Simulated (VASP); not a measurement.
# W (I4/mmm) in VASP: a series of runs

W is run at these levels: r2SCAN; tasks: single point.

All numbers are computed with VASP 6.6.1; they aren't measurements. Logs are shortened: lines on timing, memory, paths and dates and some standing lists are left out, and cuts for length are marked.

**1. The cell of the first run**

It takes space group I4/mmm (No. 139, tetragonal). The conventional cell has a = 3.035 Å, b = 3.035 Å, c = 3.354 Å, α = 90.00°, β = 90.00°, γ = 90.00°. Within 3.6 Å of W (site symmetry 4/mmm) lie 14 W at 2.72 to 3.35 Å.

**2. Single point, r2SCAN (strain -0.050 along x and y, +0.050 along z)**

Input file POSCAR:

```
W
1.0
   -1.5174350000      1.5174350000      1.6771650000
    1.5174350000     -1.5174350000      1.6771650000
    1.5174350000      1.5174350000     -1.6771650000
W
1
Direct
    0.0000000000      0.0000000000      0.0000000000
```

Input file INCAR.step1:

```
PREC = Accurate
ENCUT = 520
ISMEAR = 0
SIGMA = 0.15
LREAL = F
LASPH = T
NELM = 100
NBANDS = 13
GGA = PE
ALGO = Normal
EDIFF = 1E-4
LWAVE = T
LCHARG = F
```

Input file INCAR.step2:

```
PREC = Accurate
ENCUT = 520
EDIFF = 1E-6
ISMEAR = 0
SIGMA = 0.15
LREAL = F
LASPH = T
NELM = 100
ALGO = Normal
ISIF = 2
LWAVE = F
LCHARG = F
METAGGA = R2SCAN
LMIXTAU = T
NBANDS = 13
ISTART = 1
```

Input file KPOINTS:

```
regular mesh
0
Gamma
  20 20 20
```

Potentials or basis: VASP PAW PBE potentials, release 64 (W_sv).

Run with:

```
$ cat potpaw_PBE.64/W_sv/POTCAR > POTCAR
$ cp INCAR.step1 INCAR
$ mpirun -np 1 vasp_std > vasp.out
$ cp INCAR.step2 INCAR
$ mpirun -np 1 vasp_std > vasp.out
```

OUTCAR:

```text
PREC = Accurate
   ENCUT = 520
   EDIFF = 1E-6
   ISMEAR = 0
   LREAL = F
   LASPH = T
   NELM = 100
   ISIF = 2
   METAGGA = R2SCAN
   ISTART = 1

 ion  position               nearest neighbor table
   1  0.000  0.000  0.000-

  LATTYP: Found a body centered tetragonal cell.
 ALAT       =     3.0348700000
 C/A-ratio  =     1.1052631579

  Lattice vectors:

 A1 = (  -1.5174350000,   1.5174350000,   1.6771650000)
 A2 = (   1.5174350000,  -1.5174350000,   1.6771650000)
 A3 = (   1.5174350000,   1.5174350000,  -1.6771650000)

Analysis of symmetry for initial positions (statically):
=====================================================================
 Subroutine PRICEL returns:
 Original cell was already a primitive cell.

 Routine SETGRP: Setting up the symmetry group for a
 body centered tetragonal supercell.

 Subroutine GETGRP returns: Found 16 space group operations
 (whereof 16 operations were pure point group operations)
 out of a pool of 16 trial point group operations.

The static configuration has the point symmetry D_4h.

Analysis of symmetry for dynamics (positions and initial velocities):
=====================================================================
 Subroutine PRICEL returns:
 Original cell was already a primitive cell.

 Routine SETGRP: Setting up the symmetry group for a
 body centered tetragonal supercell.

 Subroutine GETGRP returns: Found 16 space group operations
 (whereof 16 operations were pure point group operations)
 out of a pool of 16 trial point group operations.

The dynamic configuration has the point symmetry D_4h.

 Subroutine INISYM returns: Found 16 space group operations
 (whereof 16 operations are pure point group operations),
 and found     1 'primitive' translations

----------------------------------------------------------------------------------------

                                     Primitive cell

  volume of cell :      15.4474

  direct lattice vectors                    reciprocal lattice vectors
    -1.517435000  1.517435000  1.677165000     0.000000000  0.329503405  0.298122129
     1.517435000 -1.517435000  1.677165000     0.329503405  0.000000000  0.298122129
     1.517435000  1.517435000 -1.677165000     0.329503405  0.329503405  0.000000000

  length of vectors
     2.723618989  2.723618989  2.723618989     0.444352673  0.444352673  0.465988185

  position of ions in fractional coordinates (direct lattice)
     0.000000000  0.000000000  0.000000000

[... 83 lines left out ...]
   POTIM  = 0.5000    time-step for ionic-motion
   TEBEG  =    0.0;   TEEND  =   0.0 temperature during run
   PSTRESS=    0.0 pullay stress
   NELECT =      14.0000    total number of electrons
   NUPDOWN=      -1.0000    fix difference up-down
   EMIN   =  10.00;   EMAX   =-10.00  energy-range for DOS
   EFERMI =   0.00;   METHOD = LEGACY
   ISMEAR =     0;   SIGMA  =   0.15  broadening in eV -4-tet -1-fermi 0-gaus
   EFERMI_NEDOS =   21; number of points for ismear=-14 and -15
   IALGO  =     38    algorithm
   IMIX   =      4    mixing-type and parameters
     AMIX     =   0.40;   BMIX     =  1.00
     AMIX_MAG =   1.60;   BMIX_MAG =  1.00
  volume/ion in A,a.u.               =      15.45       104.24
  Fermi-wavevector in a.u.,A,eV,Ry     =   1.584281  2.993857 34.149888  2.509946
  Thomas-Fermi vector in A             =   2.683923
   LORBIT       =      0    0 simple, 1 ext, 2 COOP (PROOUT), +10 PAW based schemes
   METAGGA = R2SCAN    functional components
   LHFCALC =     F    Hartree Fock is set to
   AEXX    =    0.0000 exact exchange contribution
   IVDW    =     0    specifies the selected vdW correction
   LEPSILON=     F    determine dielectric tensor
   LRPA    =     F    only Hartree local field effects (RPA)
 non-spin polarized calculation
 Gauss-broadening in eV      SIGMA  =   0.15
  energy-cutoff  :      520.00
  volume of cell :       15.45
 maximum number of plane-waves:       434
   NGX = 11   NGY = 11   NGZ = 11

 number of electron      14.0000001 magnetization

 Free energy of the ion-electron system (eV)
  ---------------------------------------------------
  ext. energy  EPLUGINS =         0.00000000
  ---------------------------------------------------
  free energy    TOTEN  =       -51.22777252 eV

  energy without entropy =      -51.22225025  energy(sigma->0) =      -51.22501139

 E-fermi :  11.6952     XC(G=0): -15.1256

 val. band max:       11.6932666713   @ k =  -0.4500   0.5000   0.0500
 cond. band min:      11.6994965922   @ k =   0.4500   0.0000  -0.0000
 fundamental gap:      0.0062299208
 Fermi energy:        11.6951989276

 k-point     1 :       0.0000    0.0000    0.0000
  band No.  band energies     occupation
      1     -64.4023      2.00000
      2     -27.2310      2.00000
      3     -27.2166      2.00000
      4     -27.2166      2.00000
      5       1.3957      2.00000
      6      10.0067      2.00000
      7      10.0067      2.00000
      8      11.3704      1.99780
      9      13.2501      0.00000
     10      15.0481      0.00000
     11      25.7834      0.00000
     12      27.7989      0.00000
     13      27.7989      0.00000
[... 354 lines left out ...]
  band No.  band energies     occupation
      1     -64.2798      2.00000
      2     -28.3481      2.00000
      3     -27.5332      2.00000
      4     -27.2492      2.00000
      5       4.8014      2.00000
      6       8.8683      2.00000
      7       9.7702      2.00000
      8      13.0033      0.00000
      9      15.0115      0.00000
     10      15.3008      0.00000
     11      25.5146      0.00000
     12      27.0400      0.00000
     13      34.5136      0.00000

 [... further k-points ...]

------------------------ aborting loop because EDIFF is reached ----------------------------------------

  FORCE on cell =-STRESS in cart. coord.  units (eV):
  Direction    XX          YY          ZZ          XY          YZ          ZX
  --------------------------------------------------------------------------------------
  -------------------------------------------------------------------------------------
  Total        2.2364244      2.2364244     -0.7671678      0.0000000      0.0000000      0.0000000
  in kB      231.9577143    231.9577143    -79.5692008      0.0000000      0.0000000      0.0000000
  external PRESSURE =     128.1154093 kB  Pullay stress =       0.0000000 kB

 VOLUME and BASIS-vectors are now :
 -----------------------------------------------------------------------------
  energy-cutoff  :      520.00
  volume of cell :       15.45
      direct lattice vectors                 reciprocal lattice vectors
    -1.517435000  1.517435000  1.677165000     0.000000000  0.329503405  0.298122129
     1.517435000 -1.517435000  1.677165000     0.329503405  0.000000000  0.298122129
     1.517435000  1.517435000 -1.677165000     0.329503405  0.329503405  0.000000000

 POSITION                                       TOTAL-FORCE (eV/Angst)
 -----------------------------------------------------------------------------------
      0.00000      0.00000      0.00000         0.000000     -0.000000      0.000000
 -----------------------------------------------------------------------------------
    total drift:                               -0.000000     -0.000000      0.000000

  FREE ENERGIE OF THE ION-ELECTRON SYSTEM (eV)
  ---------------------------------------------------
  free  energy   TOTEN  =       -51.2277725191 eV

  energy  without entropy=      -51.2222502538  energy(sigma->0) =      -51.22501139
```

OUTCAR.step1:

```text
PREC = Accurate
   ENCUT = 520
   ISMEAR = 0
   LREAL = F
   LASPH = T
[... 600 lines left out ...]

 POSITION                                       TOTAL-FORCE (eV/Angst)
 -----------------------------------------------------------------------------------
      0.00000      0.00000      0.00000         0.000000      0.000000      0.000000
 -----------------------------------------------------------------------------------
    total drift:                                0.000000     -0.000000      0.000000

  FREE ENERGIE OF THE ION-ELECTRON SYSTEM (eV)
  ---------------------------------------------------
  free  energy   TOTEN  =       -12.8237966080 eV

  energy  without entropy=      -12.8182125346  energy(sigma->0) =      -12.82100457
```

Wall time 3.2 min (1 thread of AMD EPYC 9R45 (Zen 5), shared host); peak memory 0.2 GiB.

What came out:

```yaml
Free_energy: -51.2278 eV
Pressure: 12.8 GPa
Band_gap_on_the_k_mesh: zero (bands 7 and 8 overlap by 6.18 eV)
```

Levels at points of the mesh, in eV from the Fermi level:
```
           k point  band 5  band 6  band 7  band 8  band 9  band 10
(0.00, 0.00, 0.00)  -10.30   -1.69   -1.69   -0.32    1.55     3.35
(0.50, 0.00, 0.00)   -6.77   -3.34    0.37    1.34    3.79     6.32
(0.50, 0.50, 0.00)   -6.76   -4.78    1.21    3.68    4.18     6.71
(0.50, 0.50, 0.50)   -6.42   -6.11    5.27    5.67    5.67     6.88
```

Caveat: the cell differs from its parent crystal (strain -0.050 along x and y, +0.050 along z); the stress differs along the axes, from -8 to 23 GPa; the PAW data sets were made with another functional, which shifts forces and pressure a little; spin-orbit coupling is left out, which moves the levels of the heavy elements.

**3. Single point, r2SCAN (strain -0.025 along x and y, +0.050 along z)**

Input file POSCAR:

```
W
1.0
   -1.5573675000      1.5573675000      1.6771650000
    1.5573675000     -1.5573675000      1.6771650000
    1.5573675000      1.5573675000     -1.6771650000
W
1
Direct
    0.0000000000      0.0000000000      0.0000000000
```

Input file INCAR.step1:

```
ALGO = Normal ; EDIFF = 1E-4
ENCUT = 520 ; GGA = PE
ISMEAR = 0 ; LASPH = T
LCHARG = F ; LREAL = F
LWAVE = T ; NBANDS = 13
NELM = 100 ; PREC = Accurate
SIGMA = 0.15
```

Input file INCAR.step2:

```
ALGO = Normal ; EDIFF = 1E-7
ENCUT = 520 ; ISIF = 2
ISMEAR = 0 ; ISTART = 1
LASPH = T ; LCHARG = T
LELF = T ; LMIXTAU = T
LREAL = F ; LVHAR = T
LWAVE = F ; METAGGA = R2SCAN
NBANDS = 13 ; NELM = 100
PREC = Accurate ; SIGMA = 0.15
```

Input file KPOINTS:

```
k-points
0
Gamma
  20 20 20
```

Potentials or basis: VASP PAW PBE potentials, release 64 (W_sv).

Run with:

```
$ cat potpaw_PBE.64/W_sv/POTCAR > POTCAR
$ cp INCAR.step1 INCAR
$ mpirun -np 1 vasp_std > vasp.out
$ cp INCAR.step2 INCAR
$ mpirun -np 1 vasp_std > vasp.out
```

OUTCAR:

```text
EDIFF = 1E-7
   ENCUT = 520
   ISIF = 2
   ISMEAR = 0
   ISTART = 1
   LASPH = T
   LREAL = F
   METAGGA = R2SCAN
   NELM = 100
   PREC = Accurate

 ion  position               nearest neighbor table
   1  0.000  0.000  0.000-

  LATTYP: Found a body centered tetragonal cell.
 ALAT       =     3.1147350000
 C/A-ratio  =     1.0769230769

  Lattice vectors:

 A1 = (  -1.5573675000,   1.5573675000,   1.6771650000)
 A2 = (   1.5573675000,  -1.5573675000,   1.6771650000)
 A3 = (   1.5573675000,   1.5573675000,  -1.6771650000)

Analysis of symmetry for initial positions (statically):
=====================================================================
 Subroutine PRICEL returns:
 Original cell was already a primitive cell.

 Routine SETGRP: Setting up the symmetry group for a
 body centered tetragonal supercell.

 Subroutine GETGRP returns: Found 16 space group operations
 (whereof 16 operations were pure point group operations)
 out of a pool of 16 trial point group operations.

The static configuration has the point symmetry D_4h.

Analysis of symmetry for dynamics (positions and initial velocities):
[... 170 lines left out ...]
      4     -28.1268      2.00000
      5       0.9353      2.00000
      6       9.4152      2.00000
      7       9.4152      2.00000
      8      10.3817      2.00000
      9      12.7100      0.00000
     10      13.9786      0.00000
     11      25.2192      0.00000
     12      26.6753      0.00000
     13      26.6753      0.00000
[... 354 lines left out ...]
  band No.  band energies     occupation
      1     -65.1347      2.00000
      2     -29.0792      2.00000
      3     -28.4071      2.00000
      4     -28.1517      2.00000
      5       4.2903      2.00000
      6       8.1779      2.00000
      7       9.0719      2.00000
      8      12.3960      0.00000
      9      14.0391      0.00000
     10      14.2827      0.00000
     11      24.6906      0.00000
     12      25.4774      0.00000
     13      32.7031      0.00000

 [... further k-points ...]

------------------------ aborting loop because EDIFF is reached ----------------------------------------

  FORCE on cell =-STRESS in cart. coord.  units (eV):
  Direction    XX          YY          ZZ          XY          YZ          ZX
  --------------------------------------------------------------------------------------
  -------------------------------------------------------------------------------------
  Total        0.2568441      0.2568441     -2.0134431      0.0000000      0.0000000      0.0000000
  in kB       25.2907796     25.2907796   -198.2585581      0.0000000      0.0000000      0.0000000
  external PRESSURE =     -49.2256663 kB  Pullay stress =       0.0000000 kB

 VOLUME and BASIS-vectors are now :
 -----------------------------------------------------------------------------
  energy-cutoff  :      520.00
  volume of cell :       16.27
      direct lattice vectors                 reciprocal lattice vectors
    -1.557367500  1.557367500  1.677165000     0.000000000  0.321054600  0.298122129
     1.557367500 -1.557367500  1.677165000     0.321054600  0.000000000  0.298122129
     1.557367500  1.557367500 -1.677165000     0.321054600  0.321054600  0.000000000

 POSITION                                       TOTAL-FORCE (eV/Angst)
 -----------------------------------------------------------------------------------
      0.00000      0.00000      0.00000         0.000000      0.000000     -0.000000
 -----------------------------------------------------------------------------------
    total drift:                               -0.000000      0.000000      0.000000

  FREE ENERGIE OF THE ION-ELECTRON SYSTEM (eV)
  ---------------------------------------------------
  free  energy   TOTEN  =       -51.2922714279 eV

  energy  without entropy=      -51.2870957101  energy(sigma->0) =      -51.28968357
```

OUTCAR.step1:

```text
EDIFF = 1E-4
   ENCUT = 520
   GGA = PE
   ISMEAR = 0
   LASPH = T
[... 601 lines left out ...]

 POSITION                                       TOTAL-FORCE (eV/Angst)
 -----------------------------------------------------------------------------------
      0.00000      0.00000      0.00000        -0.000000      0.000000      0.000000
 -----------------------------------------------------------------------------------
    total drift:                               -0.000000      0.000000      0.000000

  FREE ENERGIE OF THE ION-ELECTRON SYSTEM (eV)
  ---------------------------------------------------
  free  energy   TOTEN  =       -12.9036383340 eV

  energy  without entropy=      -12.8978363301  energy(sigma->0) =      -12.90073733
```

Wall time 5.9 min (1 thread of AMD EPYC 9R45 (Zen 5), shared host); peak memory 0.22 GiB.

What came out:

```yaml
Free_energy: -51.2923 eV
Pressure: -4.9 GPa
Band_gap_on_the_k_mesh: zero (bands 7 and 8 overlap by 5.78 eV)
```

Caveat: the cell differs from its parent crystal (strain -0.025 along x and y, +0.050 along z); the stress differs along the axes, from -20 to 3 GPa; the PAW data sets were made with another functional, which shifts forces and pressure a little; spin-orbit coupling is left out, which moves the levels of the heavy elements.
